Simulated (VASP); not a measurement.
# CdHgS2 (P-6m2) in VASP: relaxation of cell and atoms with PBE

Aim: the relaxation of cell and atoms of CdHgS2 with PBE.

Everything below comes from runs of VASP 6.6.1. Logs are shortened: lines on timing, memory, paths and dates and some standing lists are left out, and cuts for length are marked.

### 1 The cell of the first run

Symmetry: P-6m2, No. 187, hexagonal system. The conventional cell has a = 4.021 Å, b = 4.021 Å, c = 7.680 Å, α = 90.00°, β = 90.00°, γ = 120.00°. Within 3.7 Å of Cd (site symmetry -6m2) lie 6 S at 2.77 Å. Hg (site symmetry -6m2) has 2 S at 2.33 Å within 3.1 Å. Within 3.1 Å of S (site symmetry 3m) lie 1 Hg at 2.33 Å and 3 Cd at 2.77 Å and 1 S at 3.02 Å.

### 2 Relaxation of cell and atoms, PBE

Contents of INCAR:

```
SYSTEM = CdHgS2
PREC = Accurate ; ENCUT = 600
EDIFF = 1E-6 ; ISMEAR = 0
SIGMA = 0.1 ; LREAL = .False.
LASPH = .True. ; NELM = 100
ALGO = Normal ; ISIF = 3
LWAVE = .False. ; LCHARG = .False.
GGA = PE ; IBRION = 2
NSW = 100 ; EDIFFG = -0.01
```

Contents of KPOINTS:

```
regular mesh
0
Gamma
  15 15 6
  0 0 0
```

Contents of POSCAR:

```
CdHgS2
1.0
    4.0212363170      0.0000000000      0.0000000000
   -2.0106181585      3.4824928051      0.0000000000
    0.0000000000      0.0000000000      7.6801290450
Cd Hg S
1 1 2
Direct
    0.3333333333      0.6666666667      0.0000000000
    0.0000000000      0.0000000000      0.5000000000
    0.0000000000      0.0000000000      0.8033408608
    0.0000000000      0.0000000000      0.1966591392
```

Potentials or basis: VASP PAW PBE potentials, release 64 (Cd, Hg, S).

Started as:

```
cat potpaw_PBE.64/Cd/POTCAR potpaw_PBE.64/Hg/POTCAR potpaw_PBE.64/S/POTCAR > POTCAR
mpirun -np 1 vasp_std > vasp.out
```

OUTCAR:

```text
SYSTEM = CdHgS2
   PREC = Accurate
   ENCUT = 600
   EDIFF = 1E-6
   ISMEAR = 0
   LREAL = .False.
   LASPH = .True.
   NELM = 100
   ISIF = 3
   GGA = PE
   IBRION = 2
   NSW = 100
   EDIFFG = -0.01

 ion  position               nearest neighbor table
   1  0.333  0.667  0.000-   3 2.77   4 2.77   3 2.77   4 2.77   3 2.77   4 2.77
   2  0.000  0.000  0.500-   3 2.33   4 2.33
   3  0.000  0.000  0.803-   2 2.33   1 2.77   1 2.77   1 2.77
   4  0.000  0.000  0.197-   2 2.33   1 2.77   1 2.77   1 2.77

  LATTYP: Found a hexagonal cell.
 ALAT       =     4.0212363170
 C/A-ratio  =     1.9098924907

  Lattice vectors:

 A1 = (   4.0212363170,   0.0000000000,   0.0000000000)
 A2 = (  -2.0106181585,   3.4824928051,   0.0000000000)
 A3 = (   0.0000000000,   0.0000000000,   7.6801290450)

Analysis of symmetry for initial positions (statically):
=====================================================================
 Subroutine PRICEL returns:
 Original cell was already a primitive cell.

 Routine SETGRP: Setting up the symmetry group for a
 hexagonal supercell.

 Subroutine GETGRP returns: Found 12 space group operations
 (whereof 12 operations were pure point group operations)
 out of a pool of 24 trial point group operations.

The static configuration has the point symmetry D_3h.

Analysis of symmetry for dynamics (positions and initial velocities):
=====================================================================
 Subroutine PRICEL returns:
 Original cell was already a primitive cell.

 Routine SETGRP: Setting up the symmetry group for a
 hexagonal supercell.

 Subroutine GETGRP returns: Found 12 space group operations
 (whereof 12 operations were pure point group operations)
 out of a pool of 24 trial point group operations.

The dynamic configuration has the point symmetry D_3h.

 Subroutine INISYM returns: Found 12 space group operations
 (whereof 12 operations are pure point group operations),
 and found     1 'primitive' translations

----------------------------------------------------------------------------------------

                                     Primitive cell

  volume of cell :     107.5520

  direct lattice vectors                    reciprocal lattice vectors
     4.021236317  0.000000000  0.000000000     0.248679740  0.143575315  0.000000000
    -2.010618158  3.482492805  0.000000000     0.000000000  0.287150629  0.000000000
     0.000000000  0.000000000  7.680129045     0.000000000  0.000000000  0.130206146

  length of vectors
     4.021236317  4.021236317  7.680129045     0.287150629  0.287150629  0.130206146

  position of ions in fractional coordinates (direct lattice)
     0.333333333  0.666666667  0.000000000
     0.000000000  0.000000000  0.500000000
     0.000000000  0.000000000  0.803340861
     0.000000000  0.000000000  0.196659139

  ion indices of the primitive-cell ions
   primitive index   ion index
                 1           1
                 2           2
                 3           3
                 4           4

----------------------------------------------------------------------------------------

 KPOINTS: regular mesh

Automatic generation of k-mesh.
 Grid dimensions read from file:
 generate k-points for:   15   15    6

 Generating k-lattice:

  Cartesian coordinates                     Fractional coordinates (reciprocal lattice)
     0.016578649  0.009571688  0.000000000     0.066666667  0.000000000  0.000000000
     0.000000000  0.019143375  0.000000000     0.000000000  0.066666667  0.000000000
     0.000000000  0.000000000  0.021701024     0.000000000  0.000000000  0.166666667

  Length of vectors
     0.019143375  0.019143375  0.021701024

  Shift w.r.t. Gamma in fractional coordinates (k-lattice)
     0.000000000  0.000000000  0.000000000

 Subroutine IBZKPT returns following result:
 ===========================================

 Found    108 irreducible k-points:

 Following reciprocal coordinates:
            Coordinates               Weight
  0.000000  0.000000  0.000000      1.000000
  0.066667 -0.000000  0.000000      6.000000
  0.133333 -0.000000  0.000000      6.000000
  0.200000  0.000000  0.000000      6.000000
  0.266667 -0.000000  0.000000      6.000000
  0.333333  0.000000  0.000000      6.000000
[... 16 lines left out ...]
  0.333333  0.200000  0.000000     12.000000
  0.400000  0.200000  0.000000      6.000000
 [... further k-points ...]
   k-points           NKPTS =    108   k-points in BZ     NKDIM =    108   number of bands    NBANDS=     22
   number of dos      NEDOS =    301   number of ions     NIONS =      4
   total plane-waves  NPLWV =  65536
   dimension x,y,z NGX =    32 NGY =   32 NGZ =   64
   dimension x,y,z NGXF=    64 NGYF=   64 NGZF=  128
   ions per type =               1   1   2
   NGX,Y,Z   is equivalent  to a cutoff of  13.23, 13.23, 13.85 a.u.
   NGXF,Y,Z  is equivalent  to a cutoff of  26.46, 26.46, 27.71 a.u.
 SYSTEM =  CdHgS2
   PREC   = accura    normal or accurate (medium, high low for compatibility)
   ISTART =      0    job   : 0-new  1-cont  2-samecut
   ICHARG =      2    charge: 1-file 2-atom 10-const
   ISPIN  =      1    spin polarized calculation?
   LNONCOLLINEAR =      F non collinear calculations
   LSORBIT =      F    spin-orbit coupling
   LASPH  =      T    aspherical Exc in radial PAW
   ENCUT  =  600.0 eV  44.10 Ry    6.64 a.u.   8.03  8.03 15.34*2*pi/ulx,y,z
   NELM   =    100;   NELMIN=  2; NELMDL= -5     # of ELM steps
   EDIFF  = 0.1E-05   stopping-criterion for ELM
   LREAL  =      F    real-space projection
   EDIFFG = -.1E-01   stopping-criterion for IOM
   NSW    =    100    number of steps for IOM
   IBRION =      2    ionic relax: 0-MD 1-quasi-New 2-CG
   NFREE  =      1    steps in history (QN), initial steepest desc. (CG)
   ISIF   =      3    stress and relaxation
   ISYM   =      2    0-nonsym 1-usesym 2-fastsym
   POTIM  = 0.5000    time-step for ionic-motion
   TEBEG  =    0.0;   TEEND  =   0.0 temperature during run
   PSTRESS=    0.0 pullay stress
   NELECT =      36.0000    total number of electrons
   NUPDOWN=      -1.0000    fix difference up-down
   EMIN   =  10.00;   EMAX   =-10.00  energy-range for DOS
   EFERMI =   0.00;   METHOD = LEGACY
   ISMEAR =     0;   SIGMA  =   0.10  broadening in eV -4-tet -1-fermi 0-gaus
   EFERMI_NEDOS =   21; number of points for ismear=-14 and -15
   IALGO  =     38    algorithm
   IMIX   =      4    mixing-type and parameters
     AMIX     =   0.40;   BMIX     =  1.00
     AMIX_MAG =   1.60;   BMIX_MAG =  1.00
  volume/ion in A,a.u.               =      26.89       181.45
  Fermi-wavevector in a.u.,A,eV,Ry     =   1.136675  2.148004 17.579129  1.292030
  Thomas-Fermi vector in A             =   2.273380
   LORBIT       =      0    0 simple, 1 ext, 2 COOP (PROOUT), +10 PAW based schemes
   GGA     = PE    functional components
   LHFCALC =     F    Hartree Fock is set to
   AEXX    =    0.0000 exact exchange contribution
   IVDW    =     0    specifies the selected vdW correction
   LEPSILON=     F    determine dielectric tensor
   LRPA    =     F    only Hartree local field effects (RPA)
 conjugate gradient relaxation of ions
 non-spin polarized calculation
 Gauss-broadening in eV      SIGMA  =   0.10
  energy-cutoff  :      600.00
  volume of cell :      107.55
 maximum number of plane-waves:      3614
   NGX = 17   NGY = 17   NGZ = 31

--------------------------------------- Ionic step        1  -------------------------------------------

 number of electron      36.0000005 magnetization

 Free energy of the ion-electron system (eV)
  ---------------------------------------------------
  ext. energy  EPLUGINS =         0.00000000
  ---------------------------------------------------
  free energy    TOTEN  =        -9.96205632 eV

  energy without entropy =       -9.96179657  energy(sigma->0) =       -9.96192645

------------------------ aborting loop because EDIFF is reached ----------------------------------------

  FORCE on cell =-STRESS in cart. coord.  units (eV):
  Direction    XX          YY          ZZ          XY          YZ          ZX
  --------------------------------------------------------------------------------------
  -------------------------------------------------------------------------------------
  Total        0.2735342      0.2735342      0.2053166      0.0000000      0.0000000      0.0000000
  in kB        4.0747770      4.0747770      3.0585553      0.0000000      0.0000000      0.0000000
  external PRESSURE =       3.7360364 kB  Pullay stress =       0.0000000 kB
[... 213 lines left out ...]
  energy  without entropy=       -9.9751218701  energy(sigma->0) =       -9.97523731

--------------------------------------- Ionic step        7  -------------------------------------------

 number of electron      36.0000005 magnetization

 Free energy of the ion-electron system (eV)
  ---------------------------------------------------
  ext. energy  EPLUGINS =         0.00000000
  ---------------------------------------------------
  free energy    TOTEN  =        -9.97559458 eV

  energy without entropy =       -9.97536576  energy(sigma->0) =       -9.97548017

 E-fermi :   1.4583     XC(G=0):  -8.8571

 val. band max:        1.4290784542   @ k =   0.0000   0.0000   0.0000
 cond. band min:       1.6393262193   @ k =   0.0667  -0.0000   0.0000
 fundamental gap:      0.2102477651
 Fermi energy:         1.4583460436

 k-point     1 :       0.0000    0.0000    0.0000
  band No.  band energies     occupation
      1     -11.6750      2.00000
      2     -10.2961      2.00000
      3      -6.8291      2.00000
      4      -6.4616      2.00000
      5      -6.4616      2.00000
      6      -6.2942      2.00000
[... 574 lines left out ...]
      6      -6.1742      2.00000
[... 14 lines left out ...]
     21       4.7363      0.00000
     22       5.9435      0.00000

 [... further k-points ...]
[... 5 lines left out ...]
  --------------------------------------------------------------------------------------
  -------------------------------------------------------------------------------------
  Total        0.0392004      0.0392004      0.0031409      0.0000000      0.0000000      0.0000000
  in kB        0.5766050      0.5766050      0.0461996      0.0000000      0.0000000      0.0000000
  external PRESSURE =       0.3998032 kB  Pullay stress =       0.0000000 kB
[... 19 lines left out ...]
  FREE ENERGIE OF THE ION-ELECTRON SYSTEM (eV)
  ---------------------------------------------------
  free  energy   TOTEN  =        -9.9755945805 eV

  energy  without entropy=       -9.9753657568  energy(sigma->0) =       -9.97548017

 reached required accuracy - stopping structural energy minimisation
```

It took 17 min on 1 thread of AMD EPYC 7R43 (Zen 3), shared host; peak memory 0.46 GiB.

What came out:

```yaml
Free_energy: -9.9756 eV
Relaxed_volume: 27.23 Å³/atom
Relaxed_cell: a = 4.055 Å, b = 4.055 Å, c = 7.649 Å, α = 90.00°, β = 90.00°, γ = 120.00°
Space_group_after_relaxing_to_0.05_Å: P-6m2 (No. 187)
Energy_gained_by_relaxing: 3.4 meV/atom
Ionic_steps: 7
Pressure_after_relaxing: 0.0 GPa
Largest_force_after_relaxing: 0.005 eV/Å
```

Forces in eV/Å, atoms in the order of the input:
```
Cd   0.000  0.000  0.000
Hg   0.000  0.000  0.000
S    0.000  0.000 -0.005
S    0.000  0.000  0.005
```

The path:
```tsv
step	energy change (eV)	largest force (eV/Å)	pressure (GPa)	volume (Å³)
1	0.0000	0.3842	0.37	107.55
2	-0.0092	0.0651	-0.19	108.53
3	-0.0093	0.0292	-0.25	108.65
4	-0.0129	0.0383	0.27	108.56
5	-0.0133	0.0220	0.14	108.58
6	-0.0133	0.0210	0.13	108.59
7	-0.0135	0.0052	0.04	108.92
```

Final structure:
```
Cd Hg S
1.0
     4.05513    0.00000    0.00000
    -2.02757    3.51185    0.00000
     0.00000    0.00000    7.64860
Cd Hg S
1 1 2
Direct
  0.33333 0.66667 0.00000
  0.00000 0.00000 0.50000
  0.00000 0.00000 0.80721
  0.00000 0.00000 0.19279
```

Levels at points of the mesh, in eV from the Fermi level:
```tsv
k point	band 16	band 17	band 18	band 19	band 20	band 21
(0.00, 0.00, 0.00)	-1.10	-0.12	-0.12	-0.03	2.64	4.59
(0.00, 0.00, 0.50)	-0.74	-0.57	-0.57	1.55	3.34	5.23
```

Caveat: spin-orbit coupling is left out, which moves the levels of the heavy elements.
